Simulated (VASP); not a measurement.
# Al2Ru (Fddd) in VASP: single point with r2SCAN

Aim: the single point of Al2Ru with r2SCAN.

Program: VASP 6.6.1. These are calculated values, not measurements. Logs are shortened: lines on timing, memory, paths and dates and some standing lists are left out, and cuts for length are marked.

### 1 The cell of the first run

It takes space group Fddd (No. 70, orthorhombic). Conventional cell: a = 4.942 Å, b = 8.378 Å, c = 9.222 Å, α = 90.00°, β = 90.00°, γ = 90.00°. Al (site symmetry 2) has 5 Ru at 2.70 to 2.86 Å and 9 Al at 2.73 to 3.35 Å within 3.6 Å. Within 3.6 Å of Ru (site symmetry 222) lie 10 Al at 2.70 to 2.86 Å and 4 Ru at 3.35 Å.

### 2 Single point, r2SCAN (strain +0.050 along x and y, +0.050 along z)

The input, POSCAR:

```
Al2Ru
1.0
    0.0000000000      4.1889823501      4.6110273963
    2.4710296752      0.0000000000      4.6110273963
    2.4710296752      4.1889823501      0.0000000000
Al Ru
4 2
Direct
    0.0790459565      0.4209540435      0.0790459565
    0.4209540435      0.0790459565      0.4209540435
    0.1709540435      0.8290459565      0.1709540435
    0.8290459565      0.1709540435      0.8290459565
    0.7500000000      0.7500000000      0.7500000000
    0.5000000000      0.5000000000      0.5000000000
```

The input, INCAR.step1:

```
SYSTEM = Al2Ru
ALGO = Normal
EDIFF = 1E-4
ENCUT = 520
GGA = PE
ISMEAR = 0
LASPH = .TRUE.
LCHARG = .FALSE.
LREAL = .FALSE.
LWAVE = .TRUE.
NBANDS = 29
NELM = 60
PREC = Accurate
SIGMA = 0.03
```

The input, INCAR.step2:

```
SYSTEM = Al2Ru
ALGO = Normal
EDIFF = 1E-6
ENCUT = 520
ISIF = 2
ISMEAR = 0
ISTART = 1
LASPH = .TRUE.
LCHARG = .TRUE.
LELF = .TRUE.
LMIXTAU = .TRUE.
LREAL = .FALSE.
LVHAR = .TRUE.
LWAVE = .FALSE.
METAGGA = R2SCAN
NBANDS = 29
NELM = 60
PREC = Accurate
SIGMA = 0.03
```

The input, KPOINTS:

```
k-points
0
G
  10 10 10
  0 0 0
```

Potentials or basis: VASP PAW PBE potentials, release 64 (Al, Ru_pv).

Started as:

```bash
cat potpaw_PBE.64/Al/POTCAR potpaw_PBE.64/Ru_pv/POTCAR > POTCAR
cp INCAR.step1 INCAR
mpirun -np 1 vasp_std > vasp.out
cp INCAR.step2 INCAR
mpirun -np 1 vasp_std > vasp.out
```

OUTCAR:

```text
SYSTEM = Al2Ru
   EDIFF = 1E-6
   ENCUT = 520
   ISIF = 2
   ISMEAR = 0
   ISTART = 1
   LASPH = .TRUE.
   LREAL = .FALSE.
   METAGGA = R2SCAN
   NELM = 60
   PREC = Accurate

 ion  position               nearest neighbor table
   1  0.079  0.421  0.079-   6 2.70   6 2.70   3 2.73   3 2.73   5 2.76   2 2.80   2 2.80   5 2.86
                             5 2.86   2 2.86   4 3.35   4 3.35   4 3.35   4 3.35
   2  0.421  0.079  0.421-   6 2.70   6 2.70   4 2.73   4 2.73   5 2.76   1 2.80   1 2.80   5 2.86
                             5 2.86   1 2.86   3 3.35   3 3.35   3 3.35   3 3.35
   3  0.171  0.829  0.171-   5 2.70   5 2.70   1 2.73   1 2.73   6 2.76   4 2.80   4 2.80   6 2.86
                             6 2.86   4 2.86   2 3.35   2 3.35   2 3.35   2 3.35
   4  0.829  0.171  0.829-   5 2.70   5 2.70   2 2.73   2 2.73   6 2.76   3 2.80   3 2.80   6 2.86
                             6 2.86   3 2.86   1 3.35   1 3.35   1 3.35   1 3.35
   5  0.750  0.750  0.750-   4 2.70   3 2.70   4 2.70   3 2.70   1 2.76   2 2.76   2 2.86   2 2.86
                             1 2.86   1 2.86   6 3.35   6 3.35   6 3.35   6 3.35
   6  0.500  0.500  0.500-   1 2.70   2 2.70   1 2.70   2 2.70   3 2.76   4 2.76   3 2.86   3 2.86
                             4 2.86   4 2.86   5 3.35   5 3.35   5 3.35   5 3.35

  LATTYP: Found a face centered orthorhombic cell.
 ALAT       =     4.9420593504
 B/A-ratio  =     1.6952375733
 C/A-ratio  =     1.8660348124

  Lattice vectors:

 A1 = (   0.0000000000,   4.1889823501,   4.6110273963)
 A2 = (   2.4710296752,   0.0000000000,   4.6110273963)
 A3 = (   2.4710296752,   4.1889823501,   0.0000000000)

Analysis of symmetry for initial positions (statically):
=====================================================================
 Subroutine PRICEL returns:
 Original cell was already a primitive cell.

 Routine SETGRP: Setting up the symmetry group for a
 face centered orthorhombic supercell.

 Subroutine GETGRP returns: Found  8 space group operations
 (whereof  4 operations were pure point group operations)
 out of a pool of  8 trial point group operations.

The static configuration has the point symmetry D_2 .
 The point group associated with its full space group is D_2h.

Analysis of symmetry for dynamics (positions and initial velocities):
=====================================================================
 Subroutine PRICEL returns:
 Original cell was already a primitive cell.

 Routine SETGRP: Setting up the symmetry group for a
 face centered orthorhombic supercell.

 Subroutine GETGRP returns: Found  8 space group operations
 (whereof  4 operations were pure point group operations)
 out of a pool of  8 trial point group operations.

The dynamic configuration has the point symmetry D_2 .
 The point group associated with its full space group is D_2h.

 Subroutine INISYM returns: Found  8 space group operations
 (whereof  4 operations are pure point group operations),
 and found     1 'primitive' translations

----------------------------------------------------------------------------------------

                                     Primitive cell

  volume of cell :      95.4584

  direct lattice vectors                    reciprocal lattice vectors
     0.000000000  4.188982350  4.611027396    -0.202344798  0.119360732  0.108435704
     2.471029675  0.000000000  4.611027396     0.202344798 -0.119360732  0.108435704
     2.471029675  4.188982350  0.000000000     0.202344798  0.119360732 -0.108435704

  length of vectors
     6.229698771  5.231401467  4.863492653     0.258744475  0.258744475  0.258744475

  position of ions in fractional coordinates (direct lattice)
     0.079045957  0.420954043  0.079045957
     0.420954043  0.079045957  0.420954043
     0.170954043  0.829045957  0.170954043
     0.829045957  0.170954043  0.829045957
     0.750000000  0.750000000  0.750000000
     0.500000000  0.500000000  0.500000000

  ion indices of the primitive-cell ions
   primitive index   ion index
                 1           1
                 2           2
                 3           3
                 4           4
                 5           5
                 6           6

----------------------------------------------------------------------------------------

 KPOINTS: k-points

Automatic generation of k-mesh.
 Grid dimensions read from file:
 generate k-points for:   10   10   10

 Generating k-lattice:

  Cartesian coordinates                     Fractional coordinates (reciprocal lattice)
    -0.020234480  0.011936073  0.010843570     0.100000000  0.000000000 -0.000000000
     0.020234480 -0.011936073  0.010843570     0.000000000  0.100000000  0.000000000
     0.020234480  0.011936073 -0.010843570    -0.000000000  0.000000000  0.100000000

  Length of vectors
     0.025874448  0.025874448  0.025874448

  Shift w.r.t. Gamma in fractional coordinates (k-lattice)
     0.000000000  0.000000000  0.000000000

 Subroutine IBZKPT returns following result:
 ===========================================

 Found    171 irreducible k-points:

 Following reciprocal coordinates:
            Coordinates               Weight
  0.000000  0.000000  0.000000      1.000000
  0.100000  0.000000  0.000000      8.000000
  0.200000  0.000000  0.000000      8.000000
  0.300000  0.000000 -0.000000      8.000000
  0.400000  0.000000 -0.000000      8.000000
  0.500000 -0.000000 -0.000000      4.000000
[... 16 lines left out ...]
  0.300000  0.300000  0.000000      2.000000
  0.400000  0.300000  0.000000      8.000000
 [... further k-points ...]
   k-points           NKPTS =    171   k-points in BZ     NKDIM =    171   number of bands    NBANDS=     29
   number of dos      NEDOS =    301   number of ions     NIONS =      6
   total plane-waves  NPLWV =  69120
   dimension x,y,z NGX =    48 NGY =   40 NGZ =   36
   dimension x,y,z NGXF=    96 NGYF=   80 NGZF=   72
   ions per type =               4   2
   NGX,Y,Z   is equivalent  to a cutoff of  12.81, 12.71, 12.31 a.u.
   NGXF,Y,Z  is equivalent  to a cutoff of  25.62, 25.42, 24.61 a.u.
 SYSTEM =  Al2Ru
   PREC   = accura    normal or accurate (medium, high low for compatibility)
   ISTART =      1    job   : 0-new  1-cont  2-samecut
   ICHARG =      0    charge: 1-file 2-atom 10-const
   ISPIN  =      1    spin polarized calculation?
   LNONCOLLINEAR =      F non collinear calculations
   LSORBIT =      F    spin-orbit coupling
   LASPH  =      T    aspherical Exc in radial PAW
   ENCUT  =  520.0 eV  38.22 Ry    6.18 a.u.  11.58  9.73  9.04*2*pi/ulx,y,z
   NELM   =     60;   NELMIN=  2; NELMDL=  0     # of ELM steps
   EDIFF  = 0.1E-05   stopping-criterion for ELM
   LREAL  =      F    real-space projection
   EDIFFG = 0.1E-04   stopping-criterion for IOM
   NSW    =      0    number of steps for IOM
   IBRION =     -1    ionic relax: 0-MD 1-quasi-New 2-CG
   NFREE  =      0    steps in history (QN), initial steepest desc. (CG)
   ISIF   =      2    stress and relaxation
   ISYM   =      2    0-nonsym 1-usesym 2-fastsym
   POTIM  = 0.5000    time-step for ionic-motion
   TEBEG  =    0.0;   TEEND  =   0.0 temperature during run
   PSTRESS=    0.0 pullay stress
   NELECT =      40.0000    total number of electrons
   NUPDOWN=      -1.0000    fix difference up-down
   EMIN   =  10.00;   EMAX   =-10.00  energy-range for DOS
   EFERMI =   0.00;   METHOD = LEGACY
   ISMEAR =     0;   SIGMA  =   0.03  broadening in eV -4-tet -1-fermi 0-gaus
   EFERMI_NEDOS =   21; number of points for ismear=-14 and -15
   IALGO  =     38    algorithm
   IMIX   =      4    mixing-type and parameters
     AMIX     =   0.40;   BMIX     =  1.00
     AMIX_MAG =   1.60;   BMIX_MAG =  1.00
  volume/ion in A,a.u.               =      15.91       107.36
  Fermi-wavevector in a.u.,A,eV,Ry     =   1.225058  2.315025 20.419187  1.500768
  Thomas-Fermi vector in A             =   2.360110
   LORBIT       =      0    0 simple, 1 ext, 2 COOP (PROOUT), +10 PAW based schemes
   METAGGA = R2SCAN    functional components
   LHFCALC =     F    Hartree Fock is set to
   AEXX    =    0.0000 exact exchange contribution
   IVDW    =     0    specifies the selected vdW correction
   LEPSILON=     F    determine dielectric tensor
   LRPA    =     F    only Hartree local field effects (RPA)
 non-spin polarized calculation
 Gauss-broadening in eV      SIGMA  =   0.03
  energy-cutoff  :      520.00
  volume of cell :       95.46
 maximum number of plane-waves:      2590
 NGX is ok and might be reduce to    48
   NGX = 23   NGY = 19   NGZ = 19

 number of electron      40.0000000 magnetization

 Free energy of the ion-electron system (eV)
  ---------------------------------------------------
  ext. energy  EPLUGINS =         0.00000000
  ---------------------------------------------------
  free energy    TOTEN  =       -81.54172406 eV

  energy without entropy =      -81.54172253  energy(sigma->0) =      -81.54172330

 E-fermi :   8.7730     XC(G=0): -12.1232

 val. band max:        8.7197568793   @ k =   0.0000   0.0000   0.0000
 cond. band min:       8.8316968828   @ k =   0.0000   0.3000   0.3000
 fundamental gap:      0.1119400035
 Fermi energy:         8.7729845825

 k-point     1 :       0.0000    0.0000    0.0000
  band No.  band energies     occupation
      1     -35.1714      2.00000
      2     -35.1192      2.00000
      3     -35.0930      2.00000
      4     -35.0521      2.00000
      5     -35.0469      2.00000
      6     -35.0400      2.00000
[... 21 lines left out ...]
     28      12.1679      0.00000
     29      12.7555      0.00000

 k-point     2 :       0.1000    0.0000    0.0000
  band No.  band energies     occupation
      1     -35.1707      2.00000
      2     -35.1209      2.00000
      3     -35.0917      2.00000
      4     -35.0535      2.00000
      5     -35.0459      2.00000
      6     -35.0401      2.00000
[... 696 lines left out ...]
 k-point    24 :       0.4000    0.3000    0.0000
  band No.  band energies     occupation
      1     -35.1577      2.00000
      2     -35.1347      2.00000
      3     -35.0855      2.00000
      4     -35.0703      2.00000
      5     -35.0380      2.00000
      6     -35.0379      2.00000
[... 21 lines left out ...]
     28      13.2476      0.00000
     29      14.3970      0.00000

 [... further k-points ...]

------------------------ aborting loop because EDIFF is reached ----------------------------------------

  FORCE on cell =-STRESS in cart. coord.  units (eV):
  Direction    XX          YY          ZZ          XY          YZ          ZX
  --------------------------------------------------------------------------------------
  -------------------------------------------------------------------------------------
  Total      -12.1568621    -10.8247726    -12.7099987      0.0000000      0.0000000      0.0000000
  in kB     -204.0412066   -181.6833695   -213.3250703      0.0000000      0.0000000      0.0000000
  external PRESSURE =    -199.6832154 kB  Pullay stress =       0.0000000 kB

 VOLUME and BASIS-vectors are now :
 -----------------------------------------------------------------------------
  energy-cutoff  :      520.00
  volume of cell :       95.46
      direct lattice vectors                 reciprocal lattice vectors
     0.000000000  4.188982350  4.611027396    -0.202344798  0.119360732  0.108435704
     2.471029675  0.000000000  4.611027396     0.202344798 -0.119360732  0.108435704
     2.471029675  4.188982350  0.000000000     0.202344798  0.119360732 -0.108435704

 POSITION                                       TOTAL-FORCE (eV/Angst)
 -----------------------------------------------------------------------------------
      1.23551      0.66224      2.30551         0.000000     -0.155754     -0.000000
      1.23551      3.52674      2.30551         0.000000      0.155754     -0.000000
      2.47103      1.43225      4.61103        -0.000000      0.155754     -0.000000
      2.47103      6.94572      4.61103        -0.000000     -0.155754     -0.000000
      3.70654      6.28347      6.91654        -0.000000      0.000000      0.000000
      2.47103      4.18898      4.61103         0.000000      0.000000     -0.000000
 -----------------------------------------------------------------------------------
    total drift:                               -0.000000     -0.000000     -0.000000

  FREE ENERGIE OF THE ION-ELECTRON SYSTEM (eV)
  ---------------------------------------------------
  free  energy   TOTEN  =       -81.5417240615 eV

  energy  without entropy=      -81.5417225287  energy(sigma->0) =      -81.54172330
```

Wall time 12 min (1 thread of Intel Xeon 6975P-C (Granite Rapids), shared host); peak memory 0.54 GiB.

Results:

```
Free energy   : -81.5417 eV
Pressure      : -20.0 GPa
Largest force : 0.156 eV/Å
```

Forces in eV/Å, atoms in the order of the input:
```
Al   0.000 -0.156  0.000
Al   0.000  0.156  0.000
Al   0.000  0.156  0.000
Al   0.000 -0.156  0.000
Ru   0.000  0.000  0.000
Ru   0.000  0.000  0.000
```

Caveat: the cell differs from its parent crystal (strain +0.050 along x and y, +0.050 along z); the cell stands under tension; the PAW data sets were made with another functional, which shifts forces and pressure a little.
